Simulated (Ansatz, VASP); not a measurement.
# Two plane-wave programs on BN

```
B N
1.0
     0.00000    3.49532    2.16609
     1.25163    0.00000    2.16609
     1.25163    3.49532    0.00000
B N
1 1
Direct
  0.00005 0.00005 0.99995
  0.66665 0.66665 0.33335
```

Alike in both runs: task single point; functional PBE; k mesh 12 × 12 × 12; occupations gaussian, width 0.02 eV; no spin polarisation.

|  | VASP | Ansatz |
| --- | --- | --- |
| version | VASP 6.6.1 | Ansatz 0.2.0 |
| potentials or method | VASP PAW PBE potentials, release 64 (B, N), cutoff 520 eV | scalar-relativistic, plane waves, PAW |
| valence electrons in the cell | 8 | 8 |

|  | VASP | Ansatz | Ansatz less VASP |
| --- | --- | --- | --- |
| gap on the k mesh at the Fermi level (eV) | 3.85 | 3.85 | +0.008 |
| least direct gap on the mesh (eV) | 4.55 | 4.56 | +0.004 |
| pressure (GPa) | 3.3 | 3.2 | -0.06 |
| traceless stress, the component that is largest in VASP (GPa) | -1.69 | -1.49 | +0.206 |
| rms of the force components (eV/Å) | 0.006 | 0.006 | -0.0001 |

Atom by atom the forces differ by 0.000 eV/Å (rms over components). With one functional, cell and mesh, what is left measures potentials, basis and numerics.
